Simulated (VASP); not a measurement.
# Mn (Fm-3m) in VASP: further runs, part 2 of 2

VASP 6.6.1. Earlier steps stand in the parts before.

## (4) Single point, PBE, collinear spin, ferromagnetic start

This run uses another cell than the first one, of 12.20 Å³/atom.

INCAR reads:

```
PREC = Accurate
ENCUT = 520
EDIFF = 1E-6
ISMEAR = 0
SIGMA = 0.05
LREAL = F
LASPH = T
NELM = 150
ALGO = Fast
ISIF = 2
LWAVE = F
LCHARG = F
ISPIN = 2
MAGMOM = 3.5
LORBIT = 11
LMAXMIX = 4
GGA = PE
NBANDS = 16
```

KPOINTS reads:

```
Automatic mesh
0
Gamma
  10 10 10
```

POSCAR reads:

```
Mn
1.0
    0.0000000000      1.8271482587      1.8271482587
    1.8271482587      0.0000000000      1.8271482587
    1.8271482587      1.8271482587      0.0000000000
Mn
1
Direct
    0.0000000000      0.0000000000      0.0000000000
```

Potentials or basis: VASP PAW PBE potentials, release 64 (Mn_pv).

Started as:

```
$ cat potpaw_PBE.64/Mn_pv/POTCAR > POTCAR
$ mpirun -np 1 vasp_std > vasp.out
```

OUTCAR:

```text
PREC = Accurate
   ENCUT = 520
   EDIFF = 1E-6
   ISMEAR = 0
   LREAL = F
   LASPH = T
   NELM = 150
   ISIF = 2
   ISPIN = 2
   LORBIT = 11
   GGA = PE

 ion  position               nearest neighbor table
   1  0.000  0.000  0.000-

  LATTYP: Found a face centered cubic cell.
 ALAT       =     3.6542965174

  Lattice vectors:

 A1 = (   0.0000000000,   1.8271482587,   1.8271482587)
 A2 = (   1.8271482587,   0.0000000000,   1.8271482587)
 A3 = (   1.8271482587,   1.8271482587,   0.0000000000)

Analysis of symmetry for initial positions (statically):
=====================================================================
 Subroutine PRICEL returns:
 Original cell was already a primitive cell.

 Routine SETGRP: Setting up the symmetry group for a
 face centered cubic supercell.

 Subroutine GETGRP returns: Found 48 space group operations
 (whereof 48 operations were pure point group operations)
 out of a pool of 48 trial point group operations.

The static configuration has the point symmetry O_h .

Analysis of symmetry for dynamics (positions and initial velocities):
[... 636 lines left out ...]

 [... further k-points ...]

 spin component 2

 k-point     1 :       0.0000    0.0000    0.0000
  band No.  band energies     occupation
      1     -38.8768      1.00000
      2     -38.8768      1.00000
      3     -38.8768      1.00000
      4       1.0764      1.00000
      5       7.8652      1.00000
      6       7.8652      1.00000
[... 435 lines left out ...]
      5       6.0540      1.00000
      6       8.5380      1.00000
[... 8 lines left out ...]
     15      45.3215      0.00000
     16      45.3968      0.00000

 [... further k-points ...]

------------------------ aborting loop because EDIFF is reached ----------------------------------------

  FORCE on cell =-STRESS in cart. coord.  units (eV):
  Direction    XX          YY          ZZ          XY          YZ          ZX
  --------------------------------------------------------------------------------------
  -------------------------------------------------------------------------------------
  Total       -2.0333209     -2.0333209     -2.0333209      0.0000000      0.0000000      0.0000000
  in kB     -267.0331337   -267.0331337   -267.0331337      0.0000000      0.0000000      0.0000000
  external PRESSURE =    -267.0331337 kB  Pullay stress =       0.0000000 kB

 VOLUME and BASIS-vectors are now :
 -----------------------------------------------------------------------------
  energy-cutoff  :      520.00
  volume of cell :       12.20
      direct lattice vectors                 reciprocal lattice vectors
     0.000000000  1.827148259  1.827148259    -0.273650481  0.273650481  0.273650481
     1.827148259  0.000000000  1.827148259     0.273650481 -0.273650481  0.273650481
     1.827148259  1.827148259  0.000000000     0.273650481  0.273650481 -0.273650481

 POSITION                                       TOTAL-FORCE (eV/Angst)
 -----------------------------------------------------------------------------------
      0.00000      0.00000      0.00000         0.000000     -0.000000      0.000000
 -----------------------------------------------------------------------------------
    total drift:                                0.000000      0.000000      0.000000

  FREE ENERGIE OF THE ION-ELECTRON SYSTEM (eV)
  ---------------------------------------------------
  free  energy   TOTEN  =        -8.7836834825 eV

  energy  without entropy=       -8.7811358776  energy(sigma->0) =       -8.78240968

 total charge

# of ion       s       p       d       tot
------------------------------------------
    1        0.381   6.329   5.043  11.752

 magnetization (x)

# of ion       s       p       d       tot
------------------------------------------
    1       -0.000  -0.001   0.136   0.135
```

stdout:

```text
POSCAR found type information on POSCAR Mn
 POSCAR found :  1 types and       1 ions
 scaLAPACK will be used
 LDA part: xc-table for (Slater+PW92), standard interpolation
 POSCAR, INCAR and KPOINTS ok, starting setup
 FFT: planning ... GRIDC
 FFT: planning ... GRID_SOFT
 FFT: planning ... GRID
 WAVECAR not read
 entering main loop
WARNING in EDDRMM: call to ZHEGV failed, returncode =   6  3     12
WARNING in EDDRMM: call to ZHEGV failed, returncode =   6  3     14
```

Run time: 28 s. Hardware: 1 thread of Intel Xeon 6975P-C (Granite Rapids), shared host; peak memory 0.13 GiB.

What came out:

| Property | Result |
| --- | --- |
| Free energy | -8.7837 eV |
| Pressure | -26.7 GPa |
| Net moment | 0.13 μB per cell |
| Site moments | Mn +0.14 μB |
| Valence electrons inside the program's atomic spheres | Mn 11.75 |

Levels at points of the mesh, in eV from the Fermi level:
Spin up:
```tsv
k point	band 4	band 5	band 6	band 7	band 8	band 9	band 10	band 11
(0.00, 0.00, 0.00)	-7.69	-0.96	-0.96	-0.96	0.37	0.37	20.58	25.52
(0.50, 0.00, 0.00)	-3.93	-1.08	-1.08	0.42	1.38	1.38	7.72	19.43
(0.50, 0.50, 0.00)	-4.01	-3.26	1.30	1.66	1.66	3.13	10.78	14.58
```
Spin down:
| k point | band 3 | band 4 | band 5 | band 6 | band 7 | band 8 | band 9 | band 10 | band 11 | band 12 |
| --- | --- | --- | --- | --- | --- | --- | --- | --- | --- | --- |
| (0.00, 0.00, 0.00) | -47.62 | -7.67 | -0.88 | -0.88 | -0.88 | 0.59 | 0.59 | 20.56 | 25.57 | 25.57 |
| (0.50, 0.00, 0.00) | -47.69 | -3.88 | -0.93 | -0.93 | 0.44 | 1.52 | 1.52 | 7.79 | 19.42 | 24.06 |
| (0.50, 0.50, 0.00) | -47.80 | -3.87 | -3.21 | 1.53 | 1.74 | 1.74 | 3.15 | 10.90 | 14.62 | 14.62 |

Caveat: the cell stands under tension.

## (5) Single point, r2SCAN

This run uses another cell than the first one, of 10.83 Å³/atom.

POSCAR reads:

```
Mn
1.0
    0.0000000000      1.7561332140      1.7561332140
    1.7561332140      0.0000000000      1.7561332140
    1.7561332140      1.7561332140      0.0000000000
Mn
1
Direct
    0.0000000000      0.0000000000      0.0000000000
```

INCAR.step1 reads:

```
SYSTEM = Mn
PREC     = Accurate       ! precision mode
ENCUT    = 520            ! plane-wave cutoff, eV
ISMEAR   = 0              ! smearing method
SIGMA    = 0.05           ! smearing width, eV
LREAL    = .False.        ! projectors in reciprocal space
LASPH    = .True.         ! aspherical terms in the spheres
NELM     = 80             ! most SCF steps
NBANDS   = 12             ! bands
GGA      = PE             ! functional
ALGO     = Normal         ! electronic algorithm
EDIFF    = 1E-4           ! SCF threshold, eV
LWAVE    = .True.         ! write WAVECAR
LCHARG   = .False.        ! write CHGCAR
```

INCAR.step2 reads:

```
SYSTEM = Mn
PREC     = Accurate       ! precision mode
ENCUT    = 520            ! plane-wave cutoff, eV
EDIFF    = 1E-6           ! SCF threshold, eV
ISMEAR   = 0              ! smearing method
SIGMA    = 0.05           ! smearing width, eV
LREAL    = .False.        ! projectors in reciprocal space
LASPH    = .True.         ! aspherical terms in the spheres
NELM     = 80             ! most SCF steps
ALGO     = Normal         ! electronic algorithm
ISIF     = 2              ! what is computed and relaxed
LWAVE    = .False.        ! write WAVECAR
LCHARG   = .False.        ! write CHGCAR
METAGGA  = R2SCAN         ! meta-GGA
LMIXTAU  = .True.       
NBANDS   = 12             ! bands
ISTART   = 1
```

KPOINTS reads:

```
regular mesh
0
Gamma
  20 20 20
  0 0 0
```

Potentials or basis: VASP PAW PBE potentials, release 64 (Mn_pv).

Started as:

```
$ cat potpaw_PBE.64/Mn_pv/POTCAR > POTCAR
$ cp INCAR.step1 INCAR
$ mpirun -np 1 vasp_std > vasp.out
$ cp INCAR.step2 INCAR
$ mpirun -np 1 vasp_std > vasp.out
```

OUTCAR:

```text
SYSTEM = Mn
   PREC = Accurate
   ENCUT = 520
   EDIFF = 1E-6
   ISMEAR = 0
   LREAL = .False.
   LASPH = .True.
   NELM = 80
   ISIF = 2
   METAGGA = R2SCAN
   ISTART = 1

 ion  position               nearest neighbor table
   1  0.000  0.000  0.000-

  LATTYP: Found a face centered cubic cell.
 ALAT       =     3.5122664280

  Lattice vectors:

 A1 = (   0.0000000000,   1.7561332140,   1.7561332140)
 A2 = (   1.7561332140,   0.0000000000,   1.7561332140)
 A3 = (   1.7561332140,   1.7561332140,   0.0000000000)

Analysis of symmetry for initial positions (statically):
=====================================================================
 Subroutine PRICEL returns:
 Original cell was already a primitive cell.

 Routine SETGRP: Setting up the symmetry group for a
 face centered cubic supercell.

 Subroutine GETGRP returns: Found 48 space group operations
 (whereof 48 operations were pure point group operations)
 out of a pool of 48 trial point group operations.

The static configuration has the point symmetry O_h .

Analysis of symmetry for dynamics (positions and initial velocities):
=====================================================================
 Subroutine PRICEL returns:
 Original cell was already a primitive cell.

 Routine SETGRP: Setting up the symmetry group for a
 face centered cubic supercell.

 Subroutine GETGRP returns: Found 48 space group operations
 (whereof 48 operations were pure point group operations)
 out of a pool of 48 trial point group operations.

The dynamic configuration has the point symmetry O_h .

 Subroutine INISYM returns: Found 48 space group operations
 (whereof 48 operations are pure point group operations),
 and found     1 'primitive' translations

----------------------------------------------------------------------------------------

                                     Primitive cell

  volume of cell :      10.8318

  direct lattice vectors                    reciprocal lattice vectors
     0.000000000  1.756133214  1.756133214    -0.284716442  0.284716442  0.284716442
     1.756133214  0.000000000  1.756133214     0.284716442 -0.284716442  0.284716442
     1.756133214  1.756133214  0.000000000     0.284716442  0.284716442 -0.284716442

  length of vectors
     2.483547409  2.483547409  2.483547409     0.493143343  0.493143343  0.493143343

  position of ions in fractional coordinates (direct lattice)
     0.000000000  0.000000000  0.000000000

  ion indices of the primitive-cell ions
   primitive index   ion index
                 1           1

----------------------------------------------------------------------------------------

 KPOINTS: regular mesh

Automatic generation of k-mesh.
 Grid dimensions read from file:
 generate k-points for:   20   20   20

 Generating k-lattice:

  Cartesian coordinates                     Fractional coordinates (reciprocal lattice)
    -0.014235822  0.014235822  0.014235822     0.050000000  0.000000000  0.000000000
     0.014235822 -0.014235822  0.014235822     0.000000000  0.050000000  0.000000000
     0.014235822  0.014235822 -0.014235822     0.000000000  0.000000000  0.050000000

  Length of vectors
     0.024657167  0.024657167  0.024657167

  Shift w.r.t. Gamma in fractional coordinates (k-lattice)
     0.000000000  0.000000000  0.000000000

 Subroutine IBZKPT returns following result:
 ===========================================

 Found    256 irreducible k-points:

 Following reciprocal coordinates:
            Coordinates               Weight
  0.000000  0.000000  0.000000      1.000000
  0.050000  0.000000  0.000000      8.000000
  0.100000  0.000000  0.000000      8.000000
  0.150000  0.000000  0.000000      8.000000
  0.200000  0.000000  0.000000      8.000000
  0.250000  0.000000  0.000000      8.000000
[... 16 lines left out ...]
 -0.400000  0.050000  0.000000     24.000000
 -0.350000  0.050000  0.000000     24.000000
 [... further k-points ...]
   k-points           NKPTS =    256   k-points in BZ     NKDIM =    256   number of bands    NBANDS=     12
   number of dos      NEDOS =    301   number of ions     NIONS =      1
   total plane-waves  NPLWV =   5832
   dimension x,y,z NGX =    18 NGY =   18 NGZ =   18
   dimension x,y,z NGXF=    36 NGYF=   36 NGZF=   36
   ions per type =               1
   NGX,Y,Z   is equivalent  to a cutoff of  12.05, 12.05, 12.05 a.u.
   NGXF,Y,Z  is equivalent  to a cutoff of  24.10, 24.10, 24.10 a.u.
 SYSTEM =  Mn
   PREC   = accura    normal or accurate (medium, high low for compatibility)
   ISTART =      1    job   : 0-new  1-cont  2-samecut
   ICHARG =      0    charge: 1-file 2-atom 10-const
   ISPIN  =      1    spin polarized calculation?
   LNONCOLLINEAR =      F non collinear calculations
   LSORBIT =      F    spin-orbit coupling
   LASPH  =      T    aspherical Exc in radial PAW
   ENCUT  =  520.0 eV  38.22 Ry    6.18 a.u.   4.62  4.62  4.62*2*pi/ulx,y,z
   NELM   =     80;   NELMIN=  2; NELMDL=  0     # of ELM steps
   EDIFF  = 0.1E-05   stopping-criterion for ELM
   LREAL  =      F    real-space projection
   EDIFFG = 0.1E-04   stopping-criterion for IOM
   NSW    =      0    number of steps for IOM
   IBRION =     -1    ionic relax: 0-MD 1-quasi-New 2-CG
   NFREE  =      0    steps in history (QN), initial steepest desc. (CG)
   ISIF   =      2    stress and relaxation
   ISYM   =      2    0-nonsym 1-usesym 2-fastsym
   POTIM  = 0.5000    time-step for ionic-motion
   TEBEG  =    0.0;   TEEND  =   0.0 temperature during run
   PSTRESS=    0.0 pullay stress
   NELECT =      13.0000    total number of electrons
   NUPDOWN=      -1.0000    fix difference up-down
   EMIN   =  10.00;   EMAX   =-10.00  energy-range for DOS
   EFERMI =   0.00;   METHOD = LEGACY
   ISMEAR =     0;   SIGMA  =   0.05  broadening in eV -4-tet -1-fermi 0-gaus
   EFERMI_NEDOS =   21; number of points for ismear=-14 and -15
   IALGO  =     38    algorithm
   IMIX   =      4    mixing-type and parameters
     AMIX     =   0.40;   BMIX     =  1.00
     AMIX_MAG =   1.60;   BMIX_MAG =  1.00
  volume/ion in A,a.u.               =      10.83        73.10
  Fermi-wavevector in a.u.,A,eV,Ry     =   1.739757  3.287663 41.181475  3.026753
  Thomas-Fermi vector in A             =   2.812536
   LORBIT       =      0    0 simple, 1 ext, 2 COOP (PROOUT), +10 PAW based schemes
   METAGGA = R2SCAN    functional components
   LHFCALC =     F    Hartree Fock is set to
   AEXX    =    0.0000 exact exchange contribution
   IVDW    =     0    specifies the selected vdW correction
   LEPSILON=     F    determine dielectric tensor
   LRPA    =     F    only Hartree local field effects (RPA)
 non-spin polarized calculation
 Gauss-broadening in eV      SIGMA  =   0.05
  energy-cutoff  :      520.00
  volume of cell :       10.83
 maximum number of plane-waves:       305
   NGX =  9   NGY =  9   NGZ =  9

 number of electron      12.9999994 magnetization

 Free energy of the ion-electron system (eV)
  ---------------------------------------------------
  ext. energy  EPLUGINS =         0.00000000
  ---------------------------------------------------
  free energy    TOTEN  =       -14.24563167 eV

  energy without entropy =      -14.24391488  energy(sigma->0) =      -14.24477327

 E-fermi :  10.3398     XC(G=0): -15.3565

 val. band max:       10.3393473217   @ k =   0.2500   0.2000   0.0000
 cond. band min:      10.3422934694   @ k =   0.4500   0.2500   0.1000
 fundamental gap:      0.0029461478
 Fermi energy:        10.3397866419

 k-point     1 :       0.0000    0.0000    0.0000
  band No.  band energies     occupation
      1     -39.1760      2.00000
      2     -39.1760      2.00000
      3     -39.1758      2.00000
      4       1.4674      2.00000
      5       9.0549      2.00000
      6       9.0550      2.00000
      7       9.0550      2.00000
      8      10.9465      0.00000
      9      10.9465      0.00000
     10      32.2677      0.00000
     11      38.5589      0.00000
     12      38.5591      0.00000
[... 331 lines left out ...]
 k-point    24 :      -0.3500    0.0500    0.0000
  band No.  band energies     occupation
      1     -39.8194      2.00000
      2     -39.2806      2.00000
      3     -39.2552      2.00000
      4       5.2993      2.00000
      5       8.9824      2.00000
      6       9.1445      2.00000
      7       9.2312      2.00000
      8      11.4766      0.00000
      9      11.9587      0.00000
     10      22.4641      0.00000
     11      31.5780      0.00000
     12      36.3956      0.00000

 [... further k-points ...]

------------------------ aborting loop because EDIFF is reached ----------------------------------------

  FORCE on cell =-STRESS in cart. coord.  units (eV):
  Direction    XX          YY          ZZ          XY          YZ          ZX
  --------------------------------------------------------------------------------------
  -------------------------------------------------------------------------------------
  Total       -0.6766372     -0.6766372     -0.6766372      0.0000000     -0.0000000     -0.0000000
  in kB     -100.0838689   -100.0838689   -100.0838689      0.0000000     -0.0000000     -0.0000000
  external PRESSURE =    -100.0838689 kB  Pullay stress =       0.0000000 kB

 VOLUME and BASIS-vectors are now :
 -----------------------------------------------------------------------------
  energy-cutoff  :      520.00
  volume of cell :       10.83
      direct lattice vectors                 reciprocal lattice vectors
     0.000000000  1.756133214  1.756133214    -0.284716442  0.284716442  0.284716442
     1.756133214  0.000000000  1.756133214     0.284716442 -0.284716442  0.284716442
     1.756133214  1.756133214  0.000000000     0.284716442  0.284716442 -0.284716442

 POSITION                                       TOTAL-FORCE (eV/Angst)
 -----------------------------------------------------------------------------------
      0.00000      0.00000      0.00000         0.000000      0.000000      0.000000
 -----------------------------------------------------------------------------------
    total drift:                                0.000000     -0.000000     -0.000000

  FREE ENERGIE OF THE ION-ELECTRON SYSTEM (eV)
  ---------------------------------------------------
  free  energy   TOTEN  =       -14.2456316679 eV

  energy  without entropy=      -14.2439148780  energy(sigma->0) =      -14.24477327
```

Run time: 71 s. Hardware: 1 thread of Intel Xeon 6975P-C (Granite Rapids), shared host; peak memory 0.14 GiB.

Results:

- Free energy: -14.2456 eV
- Pressure: -10.0 GPa
- Band gap on the k mesh: zero (an odd number of electrons rules out a gap without spin polarisation)

Levels at points of the mesh, in eV from the Fermi level:
| k point | band 5 | band 6 | band 7 | band 8 | band 9 | band 10 |
| --- | --- | --- | --- | --- | --- | --- |
| (0.00, 0.00, 0.00) | -1.28 | -1.28 | -1.28 | 0.61 | 0.61 | 21.93 |
| (0.50, 0.00, 0.00) | -1.31 | -1.31 | 0.24 | 1.69 | 1.69 | 9.21 |
| (0.50, 0.50, 0.00) | -4.17 | 1.76 | 1.93 | 1.93 | 3.43 | 12.53 |

Caveat: the cell stands under tension; the PAW data sets were made with another functional, which shifts forces and pressure a little; the run has no spin polarisation, though such a crystal can be magnetic. Spin polarisation is off, so any magnetic state and its effect on volume and gap are missing.

## (6) Summary

```tsv
level	spin	cell	k mesh	gap on the mesh (eV)	pressure (GPa)	moment (μB)
PBE	collinear	a = 2.477 Å, angles 60.0°, 1 atom	10 × 10 × 10	none	0.0	0.11
PBE	collinear	a = 2.495 Å, angles 60.0°, 1 atom	10 × 10 × 10	none	-5.7	0.11
PBE	collinear, ferromagnetic start	a = 2.584 Å, angles 60.0°, 1 atom	10 × 10 × 10	none	-26.7	0.13
r2SCAN	off	a = 2.484 Å, angles 60.0°, 1 atom	20 × 20 × 20	none	-10.0	-
```

Alike in all rows: task single point; potentials or basis VASP PAW PBE potentials, release 64 (Mn_pv); cutoff (eV) 520; smearing gaussian 0.05 eV.

Caveats: the cell stands under tension (at least some runs); the PAW data sets were made with another functional, which shifts forces and pressure a little (at least some runs).

Absolute energies hang on the potentials; compare differences alone.

The gap in the log of VASP goes by the Fermi energy; the results here count the filled bands.